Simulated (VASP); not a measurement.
Here is a VASP 6.6.1 calculation.

POSCAR

```
Sn2TeS
1.0
    4.3386858798      0.0000000000      0.0000000000
    0.0000000000      4.3218307399      0.0000000000
    0.0000000000      0.0000000000      6.1499981106
S Sn Te
1 2 1
Direct
    0.0000000000      0.0000000000      0.0000000000
    0.0000000000      0.0000000000      0.5000000000
    0.5000000000      0.5000000000      0.0000000000
    0.5000000000      0.5000000000      0.5000000000
```

INCAR.step1

```
SYSTEM = Sn2TeS
PREC     = Accurate       ! precision mode
ENCUT    = 520            ! plane-wave cutoff, eV
ISMEAR   = -1             ! smearing method
SIGMA    = 0.02           ! smearing width, eV
LREAL    = .FALSE.        ! projectors in reciprocal space
LASPH    = .TRUE.         ! aspherical terms in the spheres
NELM     = 100            ! most SCF steps
NBANDS   = 28             ! bands
GGA      = PE             ! functional
ALGO     = Normal         ! electronic algorithm
EDIFF    = 1E-4           ! SCF threshold, eV
LWAVE    = .TRUE.         ! write WAVECAR
LCHARG   = .FALSE.        ! write CHGCAR
```

File INCAR.step2:

```
SYSTEM = Sn2TeS
PREC     = Accurate       ! precision mode
ENCUT    = 520            ! plane-wave cutoff, eV
EDIFF    = 1E-6           ! SCF threshold, eV
ISMEAR   = -1             ! smearing method
SIGMA    = 0.02           ! smearing width, eV
LREAL    = .FALSE.        ! projectors in reciprocal space
LASPH    = .TRUE.         ! aspherical terms in the spheres
NELM     = 100            ! most SCF steps
ALGO     = Normal         ! electronic algorithm
ISIF     = 2              ! what is computed and relaxed
LWAVE    = .FALSE.        ! write WAVECAR
LCHARG   = .TRUE.         ! write CHGCAR
METAGGA  = R2SCAN         ! meta-GGA
LMIXTAU  = .TRUE.       
LELF     = .TRUE.         ! ELF
LVHAR    = .TRUE.       
NBANDS   = 28             ! bands
ISTART   = 1
```

Contents of KPOINTS:

```
regular mesh
0
G
  6 6 4
  0 0 0
```

Potentials or basis: VASP PAW PBE potentials, release 64 (S, Sn_d, Te).

Command:

```console
$ cat potpaw_PBE.64/S/POTCAR potpaw_PBE.64/Sn_d/POTCAR potpaw_PBE.64/Te/POTCAR > POTCAR
$ cp INCAR.step1 INCAR
$ mpirun -np 1 vasp_std > vasp.out
$ cp INCAR.step2 INCAR
$ mpirun -np 1 vasp_std > vasp.out
```

(1) Estimate the pressure.

(2) What does it give for the band gap on the k mesh?

Results:

(1) -0.2 GPa.

(2) 0.14 eV (least direct gap 0.28 eV).

Caveat: the cell differs from its parent crystal (uniaxial x strain +0.4%); the PAW data sets were made with another functional, which shifts forces and pressure a little; spin-orbit coupling is left out, which moves the levels of the heavy elements.
